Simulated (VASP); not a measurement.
# SnO (P4/nmm) in VASP: a series of runs

SnO is run at these levels: LDA; tasks: single point.

All numbers are computed with VASP 6.6.1; they aren't measurements. Logs are shortened: lines on timing, memory, paths and dates and some standing lists are left out, and cuts for length are marked.

## 1. The cell of the first run

It takes space group P4/nmm (No. 129, tetragonal). Conventional cell: a = 3.799 Å, b = 3.799 Å, c = 4.841 Å, α = 90.00°, β = 90.00°, γ = 90.00°. Sn (site symmetry 4mm) has 4 O at 2.22 Å within 2.9 Å. O (site symmetry -4m2) has 4 Sn at 2.22 Å and 4 O at 2.69 Å within 2.9 Å.

## 2. Single point, LDA

Contents of INCAR:

```
PREC = Accurate
ENCUT = 520
EDIFF = 1E-7
ISMEAR = 0
SIGMA = 0.01
LREAL = False
LASPH = True
NELM = 80
ALGO = Normal
ISIF = 2
LWAVE = False
LCHARG = False
NBANDS = 28
```

Contents of KPOINTS:

```
regular mesh
0
Gamma
  6 6 6
```

Contents of POSCAR:

```
SnO
1.0
    3.7986000000      0.0000000000      0.0000000000
    0.0000000000      3.7986000000      0.0000000000
    0.0000000000      0.0000000000      4.8408000000
Sn O
2 2
Direct
    0.5000000000      0.0000000000      0.2369000000
    0.0000000000      0.5000000000      0.7631000000
    0.0000000000      0.0000000000      0.0000000000
    0.5000000000      0.5000000000      0.0000000000
```

Potentials or basis: VASP PAW LDA potentials, release 64 (Sn_d, O).

On the command line:

```bash
$ cat potpaw_LDA.64/Sn_d/POTCAR potpaw_LDA.64/O/POTCAR > POTCAR
$ mpirun -np 1 vasp_std > vasp.out
```

OUTCAR:

```text
PREC = Accurate
   ENCUT = 520
   EDIFF = 1E-7
   ISMEAR = 0
   LREAL = False
   LASPH = True
   NELM = 80
   ISIF = 2

 ion  position               nearest neighbor table
   1  0.500  0.000  0.237-   3 2.22   4 2.22   4 2.22   3 2.22   2 3.53   2 3.53   2 3.53   2 3.53
                             2 3.70   2 3.70   2 3.70   2 3.70
   2  0.000  0.500  0.763-   3 2.22   4 2.22   3 2.22   4 2.22   1 3.53   1 3.53   1 3.53   1 3.53
                             1 3.70   1 3.70   1 3.70   1 3.70
   3  0.000  0.000  0.000-   1 2.22   2 2.22   2 2.22   1 2.22
   4  0.500  0.500  0.000-   1 2.22   2 2.22   1 2.22   2 2.22

  LATTYP: Found a simple tetragonal cell.
 ALAT       =     3.7986000000
 C/A-ratio  =     1.2743642395

  Lattice vectors:

 A1 = (   3.7986000000,   0.0000000000,   0.0000000000)
 A2 = (   0.0000000000,   3.7986000000,   0.0000000000)
 A3 = (   0.0000000000,   0.0000000000,   4.8408000000)

Analysis of symmetry for initial positions (statically):
=====================================================================
 Subroutine PRICEL returns:
 Original cell was already a primitive cell.

 Routine SETGRP: Setting up the symmetry group for a
 simple tetragonal supercell.

 Subroutine GETGRP returns: Found 16 space group operations
 (whereof  8 operations were pure point group operations)
 out of a pool of 16 trial point group operations.

The static configuration has the point symmetry D_2d.
 The point group associated with its full space group is D_4h.

Analysis of symmetry for dynamics (positions and initial velocities):
=====================================================================
 Subroutine PRICEL returns:
 Original cell was already a primitive cell.

 Routine SETGRP: Setting up the symmetry group for a
 simple tetragonal supercell.

 Subroutine GETGRP returns: Found 16 space group operations
 (whereof  8 operations were pure point group operations)
 out of a pool of 16 trial point group operations.

The dynamic configuration has the point symmetry D_2d.
 The point group associated with its full space group is D_4h.

 Subroutine INISYM returns: Found 16 space group operations
 (whereof  8 operations are pure point group operations),
 and found     1 'primitive' translations

----------------------------------------------------------------------------------------

                                     Primitive cell

  volume of cell :      69.8497

  direct lattice vectors                    reciprocal lattice vectors
     3.798600000  0.000000000  0.000000000     0.263254883  0.000000000  0.000000000
     0.000000000  3.798600000  0.000000000     0.000000000  0.263254883  0.000000000
     0.000000000  0.000000000  4.840800000     0.000000000  0.000000000  0.206577425

  length of vectors
     3.798600000  3.798600000  4.840800000     0.263254883  0.263254883  0.206577425

  position of ions in fractional coordinates (direct lattice)
     0.500000000  0.000000000  0.236900000
     0.000000000  0.500000000  0.763100000
     0.000000000  0.000000000  0.000000000
     0.500000000  0.500000000  0.000000000

  ion indices of the primitive-cell ions
   primitive index   ion index
                 1           1
                 2           2
                 3           3
                 4           4

----------------------------------------------------------------------------------------

 KPOINTS: regular mesh

Automatic generation of k-mesh.
 Grid dimensions read from file:
 generate k-points for:    6    6    6

 Generating k-lattice:

  Cartesian coordinates                     Fractional coordinates (reciprocal lattice)
     0.043875814  0.000000000  0.000000000     0.166666667  0.000000000  0.000000000
     0.000000000  0.043875814  0.000000000     0.000000000  0.166666667  0.000000000
     0.000000000  0.000000000  0.034429571     0.000000000  0.000000000  0.166666667

  Length of vectors
     0.043875814  0.043875814  0.034429571

  Shift w.r.t. Gamma in fractional coordinates (k-lattice)
     0.000000000  0.000000000  0.000000000

 Subroutine IBZKPT returns following result:
 ===========================================

 Found     40 irreducible k-points:

 Following reciprocal coordinates:
            Coordinates               Weight
  0.000000  0.000000  0.000000      1.000000
  0.166667  0.000000  0.000000      4.000000
  0.333333  0.000000  0.000000      4.000000
  0.500000  0.000000  0.000000      2.000000
  0.166667  0.166667  0.000000      4.000000
  0.333333  0.166667  0.000000      8.000000
[... 16 lines left out ...]
  0.333333  0.000000  0.333333      8.000000
  0.500000  0.000000  0.333333      4.000000
 [... further k-points ...]
   k-points           NKPTS =     40   k-points in BZ     NKDIM =     40   number of bands    NBANDS=     28
   number of dos      NEDOS =    301   number of ions     NIONS =      4
   total plane-waves  NPLWV =  28224
   dimension x,y,z NGX =    28 NGY =   28 NGZ =   36
   dimension x,y,z NGXF=    56 NGYF=   56 NGZF=   72
   ions per type =               2   2
   NGX,Y,Z   is equivalent  to a cutoff of  12.25, 12.25, 12.36 a.u.
   NGXF,Y,Z  is equivalent  to a cutoff of  24.51, 24.51, 24.73 a.u.
 SYSTEM =  unknown system
   PREC   = accura    normal or accurate (medium, high low for compatibility)
   ISTART =      0    job   : 0-new  1-cont  2-samecut
   ICHARG =      2    charge: 1-file 2-atom 10-const
   ISPIN  =      1    spin polarized calculation?
   LNONCOLLINEAR =      F non collinear calculations
   LSORBIT =      F    spin-orbit coupling
   LASPH  =      T    aspherical Exc in radial PAW
   ENCUT  =  520.0 eV  38.22 Ry    6.18 a.u.   7.06  7.06  9.00*2*pi/ulx,y,z
   NELM   =     80;   NELMIN=  2; NELMDL= -5     # of ELM steps
   EDIFF  = 0.1E-06   stopping-criterion for ELM
   LREAL  =      F    real-space projection
   EDIFFG = 0.1E-05   stopping-criterion for IOM
   NSW    =      0    number of steps for IOM
   IBRION =     -1    ionic relax: 0-MD 1-quasi-New 2-CG
   NFREE  =      0    steps in history (QN), initial steepest desc. (CG)
   ISIF   =      2    stress and relaxation
   ISYM   =      2    0-nonsym 1-usesym 2-fastsym
   POTIM  = 0.5000    time-step for ionic-motion
   TEBEG  =    0.0;   TEEND  =   0.0 temperature during run
   PSTRESS=    0.0 pullay stress
   NELECT =      40.0000    total number of electrons
   NUPDOWN=      -1.0000    fix difference up-down
   EMIN   =  10.00;   EMAX   =-10.00  energy-range for DOS
   EFERMI =   0.00;   METHOD = LEGACY
   ISMEAR =     0;   SIGMA  =   0.01  broadening in eV -4-tet -1-fermi 0-gaus
   EFERMI_NEDOS =   21; number of points for ismear=-14 and -15
   IALGO  =     38    algorithm
   IMIX   =      4    mixing-type and parameters
     AMIX     =   0.40;   BMIX     =  1.00
     AMIX_MAG =   1.60;   BMIX_MAG =  1.00
  volume/ion in A,a.u.               =      17.46       117.84
  Fermi-wavevector in a.u.,A,eV,Ry     =   1.359482  2.569048 25.146163  1.848191
  Thomas-Fermi vector in A             =   2.486226
   LORBIT       =      0    0 simple, 1 ext, 2 COOP (PROOUT), +10 PAW based schemes
   GGA     = CA    functional components
   LHFCALC =     F    Hartree Fock is set to
   AEXX    =    0.0000 exact exchange contribution
   IVDW    =     0    specifies the selected vdW correction
   LEPSILON=     F    determine dielectric tensor
   LRPA    =     F    only Hartree local field effects (RPA)
 non-spin polarized calculation
 Gauss-broadening in eV      SIGMA  =   0.01
  energy-cutoff  :      520.00
  volume of cell :       69.85
 maximum number of plane-waves:      1902
   NGX = 15   NGY = 15   NGZ = 19

 number of electron      39.9999994 magnetization

 Free energy of the ion-electron system (eV)
  ---------------------------------------------------
  ext. energy  EPLUGINS =         0.00000000
  ---------------------------------------------------
  free energy    TOTEN  =       -25.71114932 eV

  energy without entropy =      -25.71114932  energy(sigma->0) =      -25.71114932

 E-fermi :   6.9136     XC(G=0): -10.6768

 val. band max:        6.8618855851   @ k =   0.0000   0.0000   0.0000
 cond. band min:       6.9908521226   @ k =   0.5000   0.5000   0.0000
 fundamental gap:      0.1289665375
 Fermi energy:         6.9136340856

 k-point     1 :       0.0000    0.0000    0.0000
  band No.  band energies     occupation
      1     -14.9962      2.00000
      2     -14.5586      2.00000
      3     -14.5586      2.00000
      4     -14.5530      2.00000
      5     -14.5010      2.00000
      6     -14.4996      2.00000
[... 20 lines left out ...]
     27      13.6659      0.00000
     28      14.0779      0.00000

 k-point     2 :       0.1667    0.0000    0.0000
  band No.  band energies     occupation
      1     -14.9812      2.00000
      2     -14.5704      2.00000
      3     -14.5524      2.00000
      4     -14.5517      2.00000
      5     -14.5184      2.00000
      6     -14.5041      2.00000
[... 20 lines left out ...]
     27      13.9523      0.00000
     28      15.9367      0.00000

 k-point     3 :       0.3333    0.0000    0.0000
  band No.  band energies     occupation
      1     -14.9393      2.00000
      2     -14.7316      2.00000
      3     -14.5349      2.00000
      4     -14.5348      2.00000
      5     -14.5121      2.00000
      6     -14.5108      2.00000
[... 20 lines left out ...]
     27      14.4484      0.00000
     28      17.1318      0.00000

 k-point     4 :       0.5000    0.0000    0.0000
  band No.  band energies     occupation
      1     -14.8624      2.00000
      2     -14.8624      2.00000
      3     -14.5194      2.00000
      4     -14.5194      2.00000
      5     -14.5162      2.00000
      6     -14.5162      2.00000
[... 578 lines left out ...]
     27      14.7009      0.00000
     28      16.0209      0.00000

 k-point    23 :       0.3333    0.0000    0.3333
  band No.  band energies     occupation
      1     -14.9403      2.00000
      2     -14.7530      2.00000
      3     -14.5489      2.00000
      4     -14.5257      2.00000
      5     -14.5202      2.00000
      6     -14.5145      2.00000
[... 20 lines left out ...]
     27      15.2655      0.00000
     28      17.1078      0.00000

 k-point    24 :       0.5000    0.0000    0.3333
  band No.  band energies     occupation
      1     -14.8749      2.00000
      2     -14.8749      2.00000
      3     -14.5446      2.00000
      4     -14.5446      2.00000
      5     -14.5108      2.00000
      6     -14.5108      2.00000
[... 20 lines left out ...]
     27      16.0494      0.00000
     28      16.0494      0.00000

 [... further k-points ...]

------------------------ aborting loop because EDIFF is reached ----------------------------------------

  FORCE on cell =-STRESS in cart. coord.  units (eV):
  Direction    XX          YY          ZZ          XY          YZ          ZX
  --------------------------------------------------------------------------------------
  -------------------------------------------------------------------------------------
  Total       -0.8759776     -0.8759776     -0.7655705      0.0000000      0.0000000      0.0000000
  in kB      -20.0927476    -20.0927476    -17.5602816      0.0000000      0.0000000      0.0000000
  external PRESSURE =     -19.2485923 kB  Pullay stress =       0.0000000 kB

 VOLUME and BASIS-vectors are now :
 -----------------------------------------------------------------------------
  energy-cutoff  :      520.00
  volume of cell :       69.85
      direct lattice vectors                 reciprocal lattice vectors
     3.798600000  0.000000000  0.000000000     0.263254883  0.000000000  0.000000000
     0.000000000  3.798600000  0.000000000     0.000000000  0.263254883  0.000000000
     0.000000000  0.000000000  4.840800000     0.000000000  0.000000000  0.206577425

 POSITION                                       TOTAL-FORCE (eV/Angst)
 -----------------------------------------------------------------------------------
      1.89930      0.00000      1.14679         0.000000      0.000000     -0.006851
      0.00000      1.89930      3.69401        -0.000000      0.000000      0.006851
      0.00000      0.00000      0.00000         0.000000      0.000000      0.000000
      1.89930      1.89930      0.00000        -0.000000     -0.000000      0.000000
 -----------------------------------------------------------------------------------
    total drift:                                0.000000      0.000000      0.000000

  FREE ENERGIE OF THE ION-ELECTRON SYSTEM (eV)
  ---------------------------------------------------
  free  energy   TOTEN  =       -25.7111493186 eV

  energy  without entropy=      -25.7111493186  energy(sigma->0) =      -25.71114932
```

It took 29 s on 1 thread of Intel Xeon 6975P-C (Granite Rapids), shared host; peak memory 0.18 GiB.

Results:

| Quantity | Value |
| --- | --- |
| Free energy | -25.7111 eV |
| Pressure | -1.9 GPa |
| Largest force | 0.007 eV/Å |
| Band gap on the k mesh | 0.13 eV (least direct gap 1.97 eV) |

Forces on the atoms (eV/Å):
```
Sn   0.000  0.000 -0.007
Sn   0.000  0.000  0.007
O    0.000  0.000  0.000
O    0.000  0.000  0.000
```

Levels at points of the mesh, in eV from the valence-band top:
| k point | band 17 | band 18 | band 19 | band 20 | band 21 | band 22 | band 23 | band 24 |
| --- | --- | --- | --- | --- | --- | --- | --- | --- |
| (0.00, 0.00, 0.00) | -3.48 | -3.19 | -3.19 | 0.00 | 2.08 | 4.21 | 4.74 | 4.74 |
| (0.50, 0.00, 0.00) | -4.89 | -4.89 | -2.67 | -2.67 | 3.17 | 3.17 | 5.91 | 5.91 |
| (0.50, 0.50, 0.00) | -2.51 | -2.51 | -1.85 | -1.85 | 0.13 | 0.13 | 4.42 | 4.42 |
| (0.00, 0.00, 0.50) | -3.20 | -3.20 | -3.10 | -2.17 | 1.53 | 2.96 | 2.96 | 3.69 |
| (0.50, 0.00, 0.50) | -4.86 | -4.86 | -1.70 | -1.70 | 2.58 | 2.58 | 5.43 | 5.43 |
| (0.50, 0.50, 0.50) | -2.65 | -2.65 | -2.51 | -2.51 | 2.41 | 2.41 | 4.00 | 4.00 |

Caveat: spin-orbit coupling is left out, which moves the levels of the heavy elements.

## 3. Single point, LDA

Contents of INCAR:

```
SYSTEM = SnO
PREC = Accurate
ENCUT = 520
EDIFF = 1E-6
ISMEAR = 0
SIGMA = 0.01
LREAL = .FALSE.
LASPH = .TRUE.
NELM = 60
ALGO = Normal
ISIF = 2
LWAVE = .FALSE.
LCHARG = .TRUE.
LELF = .TRUE.
LVHAR = .TRUE.
NBANDS = 28
```

Contents of KPOINTS:

```
Automatic mesh
0
G
  8 8 6
  0 0 0
```

POSCAR is that of step 2.

Potentials or basis: VASP PAW LDA potentials, release 64 (Sn_d, O).

On the command line:

```bash
$ cat potpaw_LDA.64/Sn_d/POTCAR potpaw_LDA.64/O/POTCAR > POTCAR
$ mpirun -np 1 vasp_std > vasp.out
```

OUTCAR:

```text
SYSTEM = SnO
   PREC = Accurate
   ENCUT = 520
   EDIFF = 1E-6
   ISMEAR = 0
   LREAL = .FALSE.
   LASPH = .TRUE.
   NELM = 60
   ISIF = 2

 ion  position               nearest neighbor table
   1  0.500  0.000  0.237-   3 2.22   4 2.22   4 2.22   3 2.22   2 3.53   2 3.53   2 3.53   2 3.53
                             2 3.70   2 3.70   2 3.70   2 3.70
   2  0.000  0.500  0.763-   3 2.22   4 2.22   3 2.22   4 2.22   1 3.53   1 3.53   1 3.53   1 3.53
                             1 3.70   1 3.70   1 3.70   1 3.70
   3  0.000  0.000  0.000-   1 2.22   2 2.22   2 2.22   1 2.22
   4  0.500  0.500  0.000-   1 2.22   2 2.22   1 2.22   2 2.22

[... 948 lines left out ...]
  -------------------------------------------------------------------------------------
  Total       -0.8790121     -0.8790121     -0.7706715      0.0000000      0.0000000      0.0000000
  in kB      -20.1623501    -20.1623501    -17.6772873      0.0000000      0.0000000      0.0000000
  external PRESSURE =     -19.3339959 kB  Pullay stress =       0.0000000 kB

 VOLUME and BASIS-vectors are now :
 -----------------------------------------------------------------------------
  energy-cutoff  :      520.00
  volume of cell :       69.85
      direct lattice vectors                 reciprocal lattice vectors
     3.798600000  0.000000000  0.000000000     0.263254883  0.000000000  0.000000000
     0.000000000  3.798600000  0.000000000     0.000000000  0.263254883  0.000000000
     0.000000000  0.000000000  4.840800000     0.000000000  0.000000000  0.206577425

 POSITION                                       TOTAL-FORCE (eV/Angst)
 -----------------------------------------------------------------------------------
      1.89930      0.00000      1.14679        -0.000000      0.000000     -0.003636
      0.00000      1.89930      3.69401         0.000000     -0.000000      0.003636
      0.00000      0.00000      0.00000         0.000000      0.000000      0.000000
      1.89930      1.89930      0.00000         0.000000      0.000000      0.000000
 -----------------------------------------------------------------------------------
    total drift:                                0.000000      0.000000      0.000000

  FREE ENERGIE OF THE ION-ELECTRON SYSTEM (eV)
  ---------------------------------------------------
  free  energy   TOTEN  =       -25.7113234625 eV

  energy  without entropy=      -25.7113234625  energy(sigma->0) =      -25.71132346
```

stdout:

```text
POSCAR found type information on POSCAR SnO
 POSCAR found :  2 types and       4 ions
 scaLAPACK will be used
 LDA part: xc-table for (Slater(with rela. corr.)+CA(PZ))
 , standard interpolation
 POSCAR, INCAR and KPOINTS ok, starting setup
 FFT: planning ... GRIDC
 FFT: planning ... GRID_SOFT
 FFT: planning ... GRID
 WAVECAR not read
 entering main loop
```

Wall time 39 s (1 thread of Intel Xeon 6975P-C (Granite Rapids), shared host); peak memory 0.21 GiB.

What came out:

```yaml
Free_energy: -25.7113 eV
Pressure: -1.9 GPa
Largest_force: 0.004 eV/Å
Band_gap_on_the_k_mesh: 0.12 eV (least direct gap 1.97 eV)
```

Forces in eV/Å, atoms in the order of the input:
```
Sn   0.000  0.000 -0.004
Sn   0.000  0.000  0.004
O    0.000  0.000  0.000
O    0.000  0.000  0.000
```

Stress tensor (GPa, compression positive):
```
-2.02  0.00  0.00
 0.00 -2.02  0.00
 0.00  0.00 -1.77
```

Caveat: spin-orbit coupling is left out, which moves the levels of the heavy elements. A k mesh can miss the band edges.
